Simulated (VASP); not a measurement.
**Si: single point with PBEsol**

Crystal: Si.

```
Si
1.0
    -3.33533    3.33533    3.17823
     3.33533   -3.33533    3.17823
     3.33533    3.33533   -3.17823
Si
8
Direct
  0.20479 0.20479 0.20479
  0.50000 0.00000 0.29521
  0.29521 0.50000 0.00000
  0.00000 0.29521 0.50000
  0.79521 0.79521 0.79521
  0.50000 0.00000 0.70479
  0.70479 0.50000 0.00000
  0.00000 0.70479 0.50000
```

| Item | Value |
| --- | --- |
| Program | VASP 6.6.1 |
| Task | single point |
| Functional | PBEsol |
| Potentials or basis | VASP PAW PBE potentials, release 64 (Si) |
| Cutoff | 520 eV |
| k mesh | 10 × 10 × 10 |
| Occupations | gaussian, width 0.15 eV |
| Spin | no spin polarisation |

* Pressure: 2.0 GPa
* Largest force: 0.359 eV/Å
* Band gap on the k mesh: zero (bands 16 and 17 overlap by 0.30 eV)

Forces in eV/Å, atoms in the order of the input:
```
Si  -0.044  0.327 -0.141
Si   0.044 -0.327 -0.141
Si  -0.044 -0.327  0.141
Si   0.044  0.327  0.141
Si   0.044 -0.327  0.141
Si  -0.044  0.327  0.141
Si   0.044  0.327 -0.141
Si  -0.044 -0.327 -0.141
```

Stress tensor (GPa, compression positive):
```
-0.47  0.00  0.00
 0.00 -0.34  0.00
 0.00  0.00  6.72
```

Levels at points of the mesh, in eV from the Fermi level:
```
           k point  band 13  band 14  band 15  band 16  band 17  band 18  band 19  band 20
(0.00, 0.00, 0.00)    -4.15    -1.62    -1.52    -0.50     1.37     1.43     2.46     3.67
(0.50, 0.00, 0.00)    -2.09    -2.09    -1.48    -1.48     0.59     0.59     1.95     1.95
(0.50, 0.00, 0.50)    -2.00    -2.00    -1.21    -1.21     0.18     0.18     2.08     2.08
(0.50, 0.50, 0.00)    -2.16    -2.16    -1.18    -1.18     0.33     0.33     1.99     1.99
(0.50, 0.50, 0.50)    -2.61    -0.61     0.08     0.26     0.52     2.53     2.74     2.85
```

Wall time 5.1 min on 1 thread of Intel(R) Xeon(R) 6975P-C (Granite Rapids), with other jobs on the host, peak memory 0.54 GiB.

Caveat: the stress differs along the axes, from -0 to 7 GPa; semilocal functionals underestimate gaps, and a narrow one can read as zero; the PAW data sets were made with another functional, which shifts forces and pressure a little.
